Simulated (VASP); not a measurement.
Wanted: the native input for a VASP 6.6.1 run.

| Property | Result |
| --- | --- |
| Task | single point |
| Functional | PBE |
| Potentials or basis | VASP PAW PBE potentials, release 64 (Pb_d, Te) |
| Cutoff | 520 eV |
| k mesh | 10 × 10 × 10 |
| Occupations | fermi-dirac, width 0.05 eV |
| Spin | no spin polarisation |
| Dipole correction | no |
| Further INCAR settings | ALGO = Normal; EDIFF = 1e-06; NBANDS = 17 |

The structure of TePb lies in POSCAR:

```
TePb
1.0
    0.0000000000      3.2310000000      3.2310000000
    3.2310000000      0.0000000000      3.2310000000
    3.2310000000      3.2310000000      0.0000000000
Pb Te
1 1
Direct
    0.0000000000      0.0000000000      0.0000000000
    0.5000000000      0.5000000000      0.5000000000
```

One way to write it, as run:

INCAR

```
SYSTEM = TePb
  PREC = Accurate
  ENCUT = 520
  EDIFF = 1E-6
  ISMEAR = -1
  SIGMA = 0.05
  LREAL = .FALSE.
  LASPH = .TRUE.
  NELM = 80
  ALGO = Normal
  ISIF = 2
  LWAVE = .FALSE.
  LCHARG = .TRUE.
  GGA = PE
  LELF = .TRUE.
  LVHAR = .TRUE.
  NBANDS = 17
```

KPOINTS

```
Automatic mesh
0
G
  10 10 10
  0 0 0
```

Potentials or basis: VASP PAW PBE potentials, release 64 (Pb_d, Te).

Launch:

```console
$ cat potpaw_PBE.64/Pb_d/POTCAR potpaw_PBE.64/Te/POTCAR > POTCAR
$ mpirun -np 1 vasp_std > vasp.out
```

Results of the run:

```yaml
Pressure: 2.1 GPa
Band_gap_on_the_k_mesh: 0.74 eV, direct
```

Caveat: spin-orbit coupling is left out, which moves the levels of the heavy elements.

Run time: 81 s on 1 thread of AMD EPYC 7R43 64-Core Processor (Zen 3) (shared host), peak memory 0.19 GiB.
